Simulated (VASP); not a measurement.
The system is Rh.

```
Rh
1.0
     4.79161    0.00000    0.00000
     0.00000    4.79161    0.00000
     0.00000    0.00000    4.79161
Rh
8
Direct
  0.00000 0.00000 0.00000
  0.50000 0.50000 0.50000
  0.25000 0.00000 0.50000
  0.75000 0.00000 0.50000
  0.50000 0.25000 0.00000
  0.50000 0.75000 0.00000
  0.00000 0.50000 0.25000
  0.00000 0.50000 0.75000
```

- Program: VASP 6.6.1
- Task: relaxation of cell and atoms
- Functional: PBEsol
- Potentials or basis: VASP PAW PBE potentials, release 64 (Rh_pv)
- Cutoff: 600 eV
- k mesh: 6 × 6 × 6
- Occupations: fermi-dirac, width 0.1 eV
- Spin: no spin polarisation

At the start: pressure 4.8 GPa; volume 13.75 Å³/atom.

Problem. How do energy, volume and symmetry change on relaxing?

Solution. Over 3 steps the energy falls by 3.5 meV/atom and the volume is 13.99 Å³/atom (+1.7 %); space group Pm-3n (No. 223, to 0.1 Å) before and after.

Step by step:
```tsv
step	energy change (eV)	largest force (eV/Å)	pressure (GPa)	volume (Å³)
1	0.0000	0.0000	4.78	110.01
2	0.1295	0.0000	-10.08	116.68
3	-0.0279	0.0000	-0.05	111.93
```

Final structure:
```xyz
8
Lattice="4.8193 0.0000 0.0000 0.0000 4.8193 0.0000 0.0000 0.0000 4.8193" Properties=species:S:1:pos:R:3 pbc="T T T"
Rh    0.0000    0.0000    0.0000
Rh    2.4096    2.4096    2.4096
Rh    1.2048    0.0000    2.4096
Rh    3.6144    0.0000    2.4096
Rh    2.4096    1.2048    0.0000
Rh    2.4096    3.6144    0.0000
Rh    0.0000    2.4096    1.2048
Rh    0.0000    2.4096    3.6144
```

Caveat: the PAW data sets were made with another functional, which shifts forces and pressure a little.
